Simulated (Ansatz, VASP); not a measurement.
**Two plane-wave programs on KPt**

```
CELL_PARAMETERS angstrom
3.04034 0.00000 0.00000
-1.52017 2.63301 0.00000
0.00000 0.00000 5.41592
ATOMIC_POSITIONS crystal
Pt 0.66667 0.33333 0.00000
K 0.00000 0.00000 0.50000
```

Alike in both runs: task single point; functional BLYP; k mesh 10 × 10 × 5; occupations fermi-dirac, width 0.05 eV; no spin polarisation.

|  | VASP | Ansatz |
| --- | --- | --- |
| version | VASP 6.6.1 | Ansatz 0.2.0 |
| potentials or method | VASP PAW PBE potentials, release 64 (Pt_sv_GW, K_sv) | Ansatz PAW |
| plane-wave cutoff (eV) | 570 | 420 |
| valence electrons in the cell | 27 | 27 |

|  | VASP | Ansatz | Ansatz less VASP |
| --- | --- | --- | --- |
| gap on the k mesh at the Fermi level (eV) | none | none | - |
| pressure (GPa) | 2.1 | 2.3 | +0.12 |
| traceless stress, the component that is largest in VASP (GPa) | -1.66 | -1.57 | +0.098 |

VASP's potentials were made for PBE, not for BLYP. A gap of «none» marks a metal or a gap that the smearing closes.

Neither program's run includes spin-orbit coupling.
